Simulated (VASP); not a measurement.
# Al (P6_3/mmc) in VASP: notebook

Al is run at these levels: LDA; tasks: single point.

All numbers are computed with VASP 6.6.1; they aren't measurements. Logs are shortened: lines on timing, memory, paths and dates and some standing lists are left out, and cuts for length are marked.

**1. The cell of the first run**

Symmetry: P6_3/mmc, No. 194, hexagonal system. The conventional cell has a = 2.606 Å, b = 2.606 Å, c = 4.967 Å, α = 90.00°, β = 90.00°, γ = 120.00°. Within 3.4 Å of Al (site symmetry -6m2) lie 12 Al at 2.61 to 2.90 Å.

**2. Single point, LDA**

Contents of INCAR:

```
SYSTEM = Al
ALGO = Normal
EDIFF = 1E-6
ENCUT = 520
GGA = CA
ISIF = 2
ISMEAR = 0
LASPH = .TRUE.
LCHARG = .FALSE.
LREAL = .FALSE.
LWAVE = .FALSE.
NBANDS = 10
NELM = 100
PREC = Accurate
SIGMA = 0.15
```

Contents of KPOINTS:

```
k-points
0
G
  18 18 10
  0 0 0
```

Contents of POSCAR:

```
Al
1.0
    2.6063000000      0.0000000000      0.0000000000
   -1.3031500000      2.2571220099      0.0000000000
    0.0000000000      0.0000000000      4.9674000000
Al
2
Direct
    0.6666666667      0.3333333333      0.7500000000
    0.3333333333      0.6666666667      0.2500000000
```

Potentials or basis: VASP PAW LDA potentials, release 64 (Al).

Run with:

```sh
$ cat potpaw_LDA.64/Al/POTCAR > POTCAR
$ mpirun -np 1 vasp_std > vasp.out
```

OUTCAR:

```text
SYSTEM = Al
   EDIFF = 1E-6
   ENCUT = 520
   GGA = CA
   ISIF = 2
   ISMEAR = 0
   LASPH = .TRUE.
   LREAL = .FALSE.
   NELM = 100
   PREC = Accurate

 ion  position               nearest neighbor table
   1  0.667  0.333  0.750-   2 2.90   2 2.90   2 2.90   2 2.90   2 2.90   2 2.90
   2  0.333  0.667  0.250-   1 2.90   1 2.90   1 2.90   1 2.90   1 2.90   1 2.90

  LATTYP: Found a hexagonal cell.
 ALAT       =     2.6063000000
 C/A-ratio  =     1.9059202701

  Lattice vectors:

 A1 = (   2.6063000000,   0.0000000000,   0.0000000000)
 A2 = (  -1.3031500000,   2.2571220099,   0.0000000000)
 A3 = (   0.0000000000,   0.0000000000,   4.9674000000)

Analysis of symmetry for initial positions (statically):
=====================================================================
 Subroutine PRICEL returns:
 Original cell was already a primitive cell.

 Routine SETGRP: Setting up the symmetry group for a
 hexagonal supercell.

 Subroutine GETGRP returns: Found 24 space group operations
 (whereof 12 operations were pure point group operations)
 out of a pool of 24 trial point group operations.

The static configuration has the point symmetry D_3d.
 The point group associated with its full space group is D_6h.

Analysis of symmetry for dynamics (positions and initial velocities):
=====================================================================
 Subroutine PRICEL returns:
 Original cell was already a primitive cell.

 Routine SETGRP: Setting up the symmetry group for a
 hexagonal supercell.

 Subroutine GETGRP returns: Found 24 space group operations
 (whereof 12 operations were pure point group operations)
 out of a pool of 24 trial point group operations.

The dynamic configuration has the point symmetry D_3d.
 The point group associated with its full space group is D_6h.

 Subroutine INISYM returns: Found 24 space group operations
 (whereof 12 operations are pure point group operations),
 and found     1 'primitive' translations

----------------------------------------------------------------------------------------

                                     Primitive cell

  volume of cell :      29.2219

  direct lattice vectors                    reciprocal lattice vectors
     2.606300000  0.000000000  0.000000000     0.383685685  0.221521033  0.000000000
    -1.303150000  2.257122010  0.000000000     0.000000000  0.443042067  0.000000000
     0.000000000  0.000000000  4.967400000     0.000000000  0.000000000  0.201312558

  length of vectors
     2.606300000  2.606300000  4.967400000     0.443042067  0.443042067  0.201312558

  position of ions in fractional coordinates (direct lattice)
     0.666666667  0.333333333  0.750000000
     0.333333333  0.666666667  0.250000000

  ion indices of the primitive-cell ions
   primitive index   ion index
                 1           1
                 2           2

----------------------------------------------------------------------------------------

 KPOINTS: k-points

Automatic generation of k-mesh.
 Grid dimensions read from file:
 generate k-points for:   18   18   10

 Generating k-lattice:

  Cartesian coordinates                     Fractional coordinates (reciprocal lattice)
     0.021315871  0.012306724  0.000000000     0.055555556  0.000000000  0.000000000
     0.000000000  0.024613448  0.000000000     0.000000000  0.055555556  0.000000000
     0.000000000  0.000000000  0.020131256     0.000000000  0.000000000  0.100000000

  Length of vectors
     0.024613448  0.024613448  0.020131256

  Shift w.r.t. Gamma in fractional coordinates (k-lattice)
     0.000000000  0.000000000  0.000000000

 Subroutine IBZKPT returns following result:
 ===========================================

 Found    222 irreducible k-points:

 Following reciprocal coordinates:
            Coordinates               Weight
  0.000000  0.000000  0.000000      1.000000
  0.055556 -0.000000  0.000000      6.000000
  0.111111 -0.000000  0.000000      6.000000
  0.166667 -0.000000  0.000000      6.000000
  0.222222 -0.000000  0.000000      6.000000
  0.277778  0.000000  0.000000      6.000000
[... 16 lines left out ...]
  0.333333  0.111111  0.000000     12.000000
  0.388889  0.111111  0.000000     12.000000
 [... further k-points ...]
   k-points           NKPTS =    222   k-points in BZ     NKDIM =    222   number of bands    NBANDS=     10
   number of dos      NEDOS =    301   number of ions     NIONS =      2
   total plane-waves  NPLWV =  16000
   dimension x,y,z NGX =    20 NGY =   20 NGZ =   40
   dimension x,y,z NGXF=    40 NGYF=   40 NGZF=   80
   ions per type =               2
   NGX,Y,Z   is equivalent  to a cutoff of  12.76, 12.76, 13.39 a.u.
   NGXF,Y,Z  is equivalent  to a cutoff of  25.51, 25.51, 26.77 a.u.
 SYSTEM =  Al
   PREC   = accura    normal or accurate (medium, high low for compatibility)
   ISTART =      0    job   : 0-new  1-cont  2-samecut
   ICHARG =      2    charge: 1-file 2-atom 10-const
   ISPIN  =      1    spin polarized calculation?
   LNONCOLLINEAR =      F non collinear calculations
   LSORBIT =      F    spin-orbit coupling
   LASPH  =      T    aspherical Exc in radial PAW
   ENCUT  =  520.0 eV  38.22 Ry    6.18 a.u.   4.85  4.85  9.24*2*pi/ulx,y,z
   NELM   =    100;   NELMIN=  2; NELMDL= -5     # of ELM steps
   EDIFF  = 0.1E-05   stopping-criterion for ELM
   LREAL  =      F    real-space projection
   EDIFFG = 0.1E-04   stopping-criterion for IOM
   NSW    =      0    number of steps for IOM
   IBRION =     -1    ionic relax: 0-MD 1-quasi-New 2-CG
   NFREE  =      0    steps in history (QN), initial steepest desc. (CG)
   ISIF   =      2    stress and relaxation
   ISYM   =      2    0-nonsym 1-usesym 2-fastsym
   POTIM  = 0.5000    time-step for ionic-motion
   TEBEG  =    0.0;   TEEND  =   0.0 temperature during run
   PSTRESS=    0.0 pullay stress
   NELECT =       6.0000    total number of electrons
   NUPDOWN=      -1.0000    fix difference up-down
   EMIN   =  10.00;   EMAX   =-10.00  energy-range for DOS
   EFERMI =   0.00;   METHOD = LEGACY
   ISMEAR =     0;   SIGMA  =   0.15  broadening in eV -4-tet -1-fermi 0-gaus
   EFERMI_NEDOS =   21; number of points for ismear=-14 and -15
   IALGO  =     38    algorithm
   IMIX   =      4    mixing-type and parameters
     AMIX     =   0.40;   BMIX     =  1.00
     AMIX_MAG =   1.60;   BMIX_MAG =  1.00
  volume/ion in A,a.u.               =      14.61        98.60
  Fermi-wavevector in a.u.,A,eV,Ry     =   0.965804  1.825105 12.691210  0.932778
  Thomas-Fermi vector in A             =   2.095552
   LORBIT       =      0    0 simple, 1 ext, 2 COOP (PROOUT), +10 PAW based schemes
   GGA     = CA    functional components
   LHFCALC =     F    Hartree Fock is set to
   AEXX    =    0.0000 exact exchange contribution
   IVDW    =     0    specifies the selected vdW correction
   LEPSILON=     F    determine dielectric tensor
   LRPA    =     F    only Hartree local field effects (RPA)
 non-spin polarized calculation
 Gauss-broadening in eV      SIGMA  =   0.15
  energy-cutoff  :      520.00
  volume of cell :       29.22
 maximum number of plane-waves:       806
 NGX is ok and might be reduce to    20
   NGX =  9   NGY =  9   NGZ = 19

 number of electron       6.0000000 magnetization

 Free energy of the ion-electron system (eV)
  ---------------------------------------------------
  ext. energy  EPLUGINS =         0.00000000
  ---------------------------------------------------
  free energy    TOTEN  =        -8.10450452 eV

  energy without entropy =       -8.09559954  energy(sigma->0) =       -8.10005203

 E-fermi :   9.0341     XC(G=0): -10.7864

 val. band max:        9.0334595552   @ k =   0.3889   0.1667   0.2000
 cond. band min:       9.0383676843   @ k =   0.2778   0.2778   0.4000
 fundamental gap:      0.0049081291
 Fermi energy:         9.0340590744

 k-point     1 :       0.0000    0.0000    0.0000
  band No.  band energies     occupation
      1      -2.8713      2.00000
      2       2.6359      2.00000
      3       3.3140      2.00000
      4      18.7852      0.00000
      5      19.5829      0.00000
      6      22.7840      0.00000
      7      22.7840      0.00000
      8      23.2512      0.00000
      9      23.2512      0.00000
     10      26.5221      0.00000

 k-point     2 :       0.0556   -0.0000    0.0000
  band No.  band energies     occupation
      1      -2.7820      2.00000
      2       2.7231      2.00000
      3       3.3972      2.00000
      4      18.7701      0.00000
      5      19.6535      0.00000
      6      21.1510      0.00000
      7      21.8460      0.00000
      8      22.9971      0.00000
      9      24.1357      0.00000
     10      25.8074      0.00000

 k-point     3 :       0.1111   -0.0000    0.0000
  band No.  band energies     occupation
      1      -2.5145      2.00000
      2       2.9835      2.00000
      3       3.6470      2.00000
      4      18.1466      0.00000
      5      19.5187      0.00000
      6      19.8650      0.00000
      7      20.8090      0.00000
      8      21.6049      0.00000
      9      24.4531      0.00000
     10      24.4610      0.00000

 k-point     4 :       0.1667   -0.0000    0.0000
  band No.  band energies     occupation
      1      -2.0700      2.00000
      2       3.4139      2.00000
      3       4.0634      2.00000
      4      16.0425      0.00000
      5      19.4029      0.00000
      6      19.8594      0.00000
      7      19.8946      0.00000
      8      20.2139      0.00000
      9      22.0821      0.00000
     10      23.3059      0.00000

 k-point     5 :       0.2222   -0.0000    0.0000
  band No.  band energies     occupation
      1      -1.4507      2.00000
      2       4.0075      2.00000
      3       4.6469      2.00000
      4      13.7950      0.00000
      5      18.0120      0.00000
      6      19.1168      0.00000
      7      19.4801      0.00000
      8      19.6921      0.00000
      9      20.7352      0.00000
     10      22.4882      0.00000

 k-point     6 :       0.2778    0.0000    0.0000
  band No.  band energies     occupation
      1      -0.6597      2.00000
      2       4.7513      2.00000
      3       5.3975      2.00000
      4      11.6525      0.00000
      5      16.1708      0.00000
      6      17.4696      0.00000
      7      18.4796      0.00000
      8      19.4192      0.00000
      9      21.3577      0.00000
     10      22.0702      0.00000
[... 183 lines left out ...]
 k-point    21 :       0.2222    0.1111    0.0000
  band No.  band energies     occupation
      1      -0.3973      2.00000
      2       4.9967      2.00000
      3       5.6478      2.00000
      4      11.8529      0.00000
      5      14.5378      0.00000
      6      17.1903      0.00000
      7      17.6804      0.00000
      8      19.4547      0.00000
      9      20.8181      0.00000
     10      21.6138      0.00000

 k-point    22 :       0.2778    0.1111    0.0000
  band No.  band energies     occupation
      1       0.5590      2.00000
      2       5.8462      2.00000
      3       6.5658      2.00000
      4       9.8964      0.00000
      5      13.6021      0.00000
      6      15.6225      0.00000
      7      15.7807      0.00000
      8      19.1609      0.00000
      9      20.2117      0.00000
     10      22.3805      0.00000

 k-point    23 :       0.3333    0.1111    0.0000
  band No.  band energies     occupation
      1       1.6770      2.00000
      2       6.5700      2.00000
      3       7.6497      2.00000
      4       8.3373      2.00000
      5      12.4491      0.00000
      6      13.7107      0.00000
      7      14.8466      0.00000
      8      18.9061      0.00000
      9      19.7791      0.00000
     10      22.3632      0.00000

 k-point    24 :       0.3889    0.1111    0.0000
  band No.  band energies     occupation
      1       2.9473      2.00000
      2       5.8288      2.00000
      3       8.4979      2.00000
      4       8.8932      1.81595
      5      11.1386      0.00000
      6      11.9669      0.00000
      7      14.3791      0.00000
      8      18.7385      0.00000
      9      19.5205      0.00000
     10      22.3000      0.00000

 [... further k-points ...]

------------------------ aborting loop because EDIFF is reached ----------------------------------------

  FORCE on cell =-STRESS in cart. coord.  units (eV):
  Direction    XX          YY          ZZ          XY          YZ          ZX
  --------------------------------------------------------------------------------------
  -------------------------------------------------------------------------------------
  Total        3.3134363      3.3134363      0.0181277      0.0000000     -0.0000000      0.0000000
  in kB      181.6689194    181.6689194      0.9939056      0.0000000     -0.0000000      0.0000000
  external PRESSURE =     121.4439148 kB  Pullay stress =       0.0000000 kB

 VOLUME and BASIS-vectors are now :
 -----------------------------------------------------------------------------
  energy-cutoff  :      520.00
  volume of cell :       29.22
      direct lattice vectors                 reciprocal lattice vectors
     2.606300000  0.000000000  0.000000000     0.383685685  0.221521033  0.000000000
    -1.303150000  2.257122010  0.000000000     0.000000000  0.443042067  0.000000000
     0.000000000  0.000000000  4.967400000     0.000000000  0.000000000  0.201312558

 POSITION                                       TOTAL-FORCE (eV/Angst)
 -----------------------------------------------------------------------------------
      1.30315      0.75237      3.72555        -0.000000     -0.000000      0.000000
     -0.00000      1.50475      1.24185         0.000000      0.000000      0.000000
 -----------------------------------------------------------------------------------
    total drift:                                0.000000     -0.000000      0.000000

  FREE ENERGIE OF THE ION-ELECTRON SYSTEM (eV)
  ---------------------------------------------------
  free  energy   TOTEN  =        -8.1045045180 eV

  energy  without entropy=       -8.0955995449  energy(sigma->0) =       -8.10005203
```

It took 55 s on 1 thread of Intel Xeon 8259CL, shared host; peak memory 0.16 GiB.

Results:

* Free energy: -8.1045 eV
* Pressure: 12.1 GPa
* Band gap on the k mesh: zero (band 3 reaches 11.93 eV, above the bottom of band 4 at 6.17 eV)

Stress tensor (GPa, compression positive):
```
18.17  0.00  0.00
 0.00 18.17  0.00
 0.00  0.00  0.10
```

Levels at points of the mesh, in eV from the Fermi level:
| k point | band 1 | band 2 | band 3 | band 4 | band 5 | band 6 | band 7 | band 8 |
| --- | --- | --- | --- | --- | --- | --- | --- | --- |
| (0.00, 0.00, 0.00) | -11.91 | -6.40 | -5.72 | 9.75 | 10.55 | 13.75 | 13.75 | 14.22 |
| (0.50, 0.00, 0.00) | -5.03 | -4.82 | 0.07 | 0.78 | 1.10 | 1.35 | 8.31 | 9.62 |
| (0.00, 0.00, 0.50) | -10.43 | -10.43 | 0.95 | 0.95 | 14.43 | 14.43 | 14.43 | 14.43 |
| (0.50, 0.00, 0.50) | -4.00 | -4.00 | -2.86 | -2.86 | 7.16 | 7.16 | 7.44 | 7.44 |

(Continued in part 2 of 2.)
